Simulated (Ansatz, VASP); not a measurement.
## Two plane-wave programs on K

INCAR

```
  ALGO = Normal
  EDIFF = 1E-6
  ENCUT = 520
  GGA = PS
  ISIF = 2
  ISMEAR = -1
  LASPH = T
  LCHARG = F
  LREAL = F
  LWAVE = F
  NBANDS = 10
  NELM = 100
  PREC = Accurate
  SIGMA = 0.1
```

File KPOINTS:

```
k-points
0
Gamma
  14 14 14
```

File POSCAR:

```
K
1.0
   -2.6468789425      2.6468789425      2.6468789425
    2.6468789425     -2.6468789425      2.6468789425
    2.6468789425      2.6468789425     -2.6468789425
K
1
Direct
    0.0000000000      0.0000000000      0.0000000000
```

Input for Ansatz:

```yaml
crystal:
  lattice:
    - [-2.6468789425, 2.6468789425, 2.6468789425]
    - [2.6468789425, -2.6468789425, 2.6468789425]
    - [2.6468789425, 2.6468789425, -2.6468789425]
  atoms:
    - { symbol: K, position: [0.0, 0.0, 0.0] }
hamiltonian:
  xc: pbesol
  pseudopotentials:
    kind: paw
    azcp:
      K: "pseudopotentials/K.paw.azcp"
basis:
  ecutwfc: 420
  fft_grid_basis: typed
kpoints:
  mp_grid: { grid: [14, 14, 14], shift: [0, 0, 0] }
magnetization:
  spin_polarized: false
scf:
  occupations: { method: fermi_dirac, width: 0.1 }
output:
  stress: true
```

Alike in both runs: task single point; functional PBEsol; k mesh 14 × 14 × 14; occupations fermi-dirac, width 0.1 eV; no spin polarisation.

```csv
,VASP,Ansatz
version,VASP 6.6.1,Ansatz 0.2.0
potentials or method,"VASP PAW PBE potentials, release 64 (K_sv), cutoff 520 eV","plane waves (420 eV) with PAW, scalar-relativistic"
valence electrons in the cell,9,9
```

Ansatz gave:

| Item | Value |
| --- | --- |
| pressure (GPa) | -0.1 |

What did VASP give for the same quantities?

Pressure (GPa): -0.2.

VASP's potentials were made for PBE, not for PBEsol, and Ansatz warns of the same on its side.
